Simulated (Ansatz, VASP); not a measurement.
GaSb: VASP beside Ansatz

Contents of INCAR:

```
SYSTEM = GaSb
PREC     = Accurate       ! precision mode
ENCUT    = 520            ! plane-wave cutoff, eV
EDIFF    = 1E-6           ! SCF threshold, eV
ISMEAR   = 0              ! smearing method
SIGMA    = 0.1            ! smearing width, eV
LREAL    = .False.        ! projectors in reciprocal space
LASPH    = .True.         ! aspherical terms in the spheres
NELM     = 80             ! most SCF steps
ALGO     = Normal         ! electronic algorithm
ISIF     = 2              ! what is computed and relaxed
LWAVE    = .False.        ! write WAVECAR
LCHARG   = .False.        ! write CHGCAR
NBANDS   = 16             ! bands
```

KPOINTS

```
Automatic mesh
0
Gamma
  6 6 6
  0 0 0
```

POSCAR

```
GaSb
1.0
    0.0000000000      3.0686043200      3.0686043200
    3.0686043200      0.0000000000      3.0686043200
    3.0686043200      3.0686043200      0.0000000000
Ga Sb
1 1
Direct
    0.0000000000      0.0000000000      0.0000000000
    0.2500000000      0.2500000000      0.2500000000
```

Input for Ansatz:

```yaml
crystal:
  lattice:
    - [0.0, 3.06860432, 3.06860432]
    - [3.06860432, 0.0, 3.06860432]
    - [3.06860432, 3.06860432, 0.0]
  atoms:
    - { symbol: Ga, position: [0.0, 0.0, 0.0] }
    - { symbol: Sb, position: [0.25, 0.25, 0.25] }
basis:
  ecutwfc: 600.0
kpoints:
  mp_grid: { grid: [6, 6, 6] }
hamiltonian:
  xc: lda
  pseudopotentials: { kind: paw, azcp: { folder: soft_1 } }
scf:
  occupations: { method: gaussian, width: 0.1 }
output:
  forces: true
  stress: true
  eigenvalues: true
```

Alike in both runs: task single point; functional LDA; k mesh 6 × 6 × 6; occupations gaussian, width 0.1 eV; no spin polarisation.

|  | VASP | Ansatz |
| --- | --- | --- |
| version | VASP 6.6.1 | Ansatz 0.2.0 |
| potentials or method | VASP PAW LDA potentials, release 64 (Ga_d, Sb), cutoff 520 eV | scalar-relativistic, plane waves, PAW |
| valence electrons in the cell | 18 | 28 |

```tsv
	VASP	Ansatz	Ansatz less VASP
gap on the k mesh at the Fermi level (eV)	none	none	-
pressure (GPa)	-1.9	-2.1	-0.16
```

Ansatz warns that its potentials were made for another functional, while VASP's fit it. LDA's correlation is that of Perdew and Zunger in VASP and of Perdew and Wang (1992) in Ansatz. A gap of «none» marks a metal or a gap that the smearing closes. VASP's potentials hold 18 valence electrons a cell and Ansatz's 28, so a difference there can come from the potentials and not from the codes.

Neither program's run includes spin-orbit coupling.
